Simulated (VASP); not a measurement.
Write the native input for VASP 6.6.1 that does the following.

- Task: single point
- Functional: HSE06
- Potentials or basis: VASP PAW PBE potentials, release 64 (Pb_d, Se)
- Cutoff: 520 eV
- k mesh: 6 × 6 × 6
- Occupations: gaussian, width 0.01 eV
- Spin: no spin polarisation
- Dipole correction: no
- Grid for exact exchange (PRECFOCK): Normal
- Further INCAR settings: ALGO = Normal; EDIFF = 1e-06; NBANDS = 17
- Share of exact exchange: 0.25
- Screening parameter: 0.2079 1/Å

PbSe:

```
CELL_PARAMETERS angstrom
0.00000 3.08870 3.08870
3.08870 0.00000 3.08870
3.08870 3.08870 0.00000
ATOMIC_POSITIONS crystal
Pb 0.00000 0.00000 0.00000
Se 0.50000 0.50000 0.50000
```

The input as run:

POSCAR

```
PbSe
1.0
    0.0000000000      3.0887022205      3.0887022205
    3.0887022205      0.0000000000      3.0887022205
    3.0887022205      3.0887022205      0.0000000000
Pb Se
1 1
Direct
    0.0000000000      0.0000000000      0.0000000000
    0.5000000000      0.5000000000      0.5000000000
```

INCAR.step1

```
  PREC = Accurate
  ENCUT = 520
  EDIFF = 1E-5
  ISMEAR = 0
  SIGMA = 0.01
  LREAL = False
  LASPH = True
  NELM = 60
  ALGO = Normal
  ISIF = 2
  LWAVE = True
  LCHARG = False
  GGA = PE
  NBANDS = 17
```

INCAR.step2

```
  PREC = Accurate
  ENCUT = 520
  EDIFF = 1E-6
  ISMEAR = 0
  SIGMA = 0.01
  LREAL = False
  LASPH = True
  NELM = 60
  ALGO = Normal
  ISIF = 2
  LWAVE = False
  LCHARG = False
  GGA = PE
  LHFCALC = True
  HFSCREEN = 0.2079
  PRECFOCK = Normal
  ISTART = 1
  NBANDS = 17
```

KPOINTS

```
regular mesh
0
Gamma
  6 6 6
```

Potentials or basis: VASP PAW PBE potentials, release 64 (Pb_d, Se).

Run with:

```bash
$ cat potpaw_PBE.64/Pb_d/POTCAR potpaw_PBE.64/Se/POTCAR > POTCAR
$ cp INCAR.step1 INCAR
$ mpirun -np 1 vasp_std > vasp.out
$ cp INCAR.step2 INCAR
$ mpirun -np 1 vasp_std > vasp.out
```

Results of the run:

```
Pressure               : -0.3 GPa
Band gap on the k mesh : 0.80 eV
```

Caveat: the PAW data sets were made with another functional, which shifts forces and pressure a little; spin-orbit coupling is left out, which moves the levels of the heavy elements.

Run time: 80 min on 1 thread of Intel(R) Xeon(R) Platinum 8488C (Sapphire Rapids), with other jobs on the host, peak memory 0.32 GiB.
